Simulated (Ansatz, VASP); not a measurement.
## MnO: VASP beside Ansatz

File INCAR:

```
PREC     = Accurate       # precision mode
ENCUT    = 520            # plane-wave cutoff, eV
EDIFF    = 1E-8           # SCF threshold, eV
ISMEAR   = -1             # smearing method
SIGMA    = 0.05           # smearing width, eV
LREAL    = False          # projectors in reciprocal space
LASPH    = True           # aspherical terms in the spheres
NELM     = 150            # most SCF steps
ALGO     = Normal         # electronic algorithm
ISIF     = 2              # what is computed and relaxed
LWAVE    = False          # write WAVECAR
LCHARG   = False          # write CHGCAR
ISPIN    = 2              # spin polarisation
MAGMOM   = 4 0            # initial moments
LORBIT   = 11             # projections on sites
LMAXMIX  = 4              # l up to which the mixer works
GGA      = PE             # functional
LEFG     = True         
NBANDS   = 20             # bands
```

Contents of KPOINTS:

```
regular mesh
0
Gamma
  16 16 16
```

File POSCAR:

```
MnO
1.0
    0.0000000000      2.1919692917      2.1919692917
    2.1919692917      0.0000000000      2.1919692917
    2.1919692917      2.1919692917      0.0000000000
Mn O
1 1
Direct
    0.0000000000      0.0000000000      0.0000000000
    0.5000000000      0.5000000000      0.5000000000
```

Input for Ansatz:

```yaml
crystal:
  lattice:
    - [0.0, 2.1919692917, 2.1919692917]
    - [2.1919692917, 0.0, 2.1919692917]
    - [2.1919692917, 2.1919692917, 0.0]
  atoms:
    - { symbol: Mn, position: [0.0, 0.0, 0.0], spin: 4.0 }
    - { symbol: O, position: [0.5, 0.5, 0.5] }
magnetization:
  spin_polarized: true
kpoints:
  mp_grid: { grid: [16, 16, 16] }
scf:
  occupations: { method: fermi_dirac, width: 0.05 }
hamiltonian:
  xc: pbe
  pseudopotentials: { kind: all_electron, datasets: crystal }
output:
  forces: true
  stress: true
  eigenvalues: true
  efg: { contact_densities: true }
```

Change from the starting cell: volume scaled by 0.96, crystal datasets.

Alike in both runs: task electric field gradients; functional PBE; k mesh 16 × 16 × 16; occupations fermi-dirac, width 0.05 eV; collinear spin.

|  | VASP | Ansatz |
| --- | --- | --- |
| version | VASP 6.6.1 | Ansatz 0.2.0 |
| potentials or method | VASP PAW PBE potentials, release 64 (Mn_pv, O), cutoff 520 eV | all-electron PAW with datasets made for the crystal, scalar-relativistic |

Ansatz gave:

- pressure (GPa): 4.4
- net moment per atom (μB): 2.32
- size of the moment on the site where the two differ most (μB): 3.94

Question: Estimate VASP's values.

Answer: Pressure (GPa): 4.7; net moment per atom (μB): 2.32; size of the moment on the site where the two differ most (μB): 4.23.

Site moments also hang on the region over which each program counts them. Ansatz ran all-electron here, and VASP with PAW potentials.
